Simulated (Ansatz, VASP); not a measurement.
**Ta: VASP beside Ansatz**

INCAR

```
PREC = Accurate
ENCUT = 500
EDIFF = 1E-6
ISMEAR = 0
SIGMA = 0.1
LREAL = F
LASPH = T
NELM = 120
ALGO = Normal
ISIF = 2
LWAVE = F
LCHARG = T
GGA = PE
LELF = T
LVHAR = T
NBANDS = 12
GGA_COMPAT = F
```

File KPOINTS:

```
Automatic mesh
0
Gamma
  12 12 14
```

POSCAR

```
Ta
1.0
    2.8779139358     -0.0171668922      0.4144065445
   -1.4538239326      2.5180969165      0.0000000000
    1.7927800850      1.0350620647      2.8642055500
Ta
1
Direct
    0.0000000000      0.0000000000      0.0000000000
```

Input for Ansatz:

```yaml
crystal:
  lattice:
    - [2.8779139358, -0.0171668922, 0.4144065445]
    - [-1.4538239326, 2.5180969165, 0.0]
    - [1.792780085, 1.0350620647, 2.86420555]
  atoms:
    - { symbol: Ta, position: [0.0, 0.0, 0.0] }
basis:
  ecutwfc: 420
kpoints:
  mp_grid: { grid: [12, 12, 14] }
hamiltonian:
  xc: pbe
scf:
  occupations: { method: gaussian, width: 0.1 }
output:
  forces: true
  stress: true
  eigenvalues: true
  write_density: true
  write_potential: true
  elf: true
  volumetric_format: npy
```

Change from the starting cell: band edges of the strained film's bulk.

Alike in both runs: task single point; functional PBE; k mesh 12 × 12 × 14; occupations gaussian, width 0.1 eV; no spin polarisation.

```csv
,VASP,Ansatz
version,VASP 6.6.1,Ansatz 0.2.0
potentials or method,"VASP PAW PBE potentials, release 64 (Ta_pv), cutoff 500 eV","scalar-relativistic, plane waves, PAW"
valence electrons in the cell,11,13
```

Ansatz gave:

- gap on the k mesh at the Fermi level (eV): none
- pressure (GPa): 4.5
- traceless stress, the component that is largest in VASP (GPa): -8.43

Estimate VASP's values.

gap on the k mesh at the Fermi level (eV): none; pressure (GPa): 4.5; traceless stress, the component that is largest in VASP (GPa): -8.40.

A gap of «none» marks a metal or a gap that the smearing closes. VASP's potentials hold 11 valence electrons a cell and Ansatz's 13, so a difference there can come from the potentials and not from the codes.

Neither program's run includes spin-orbit coupling.
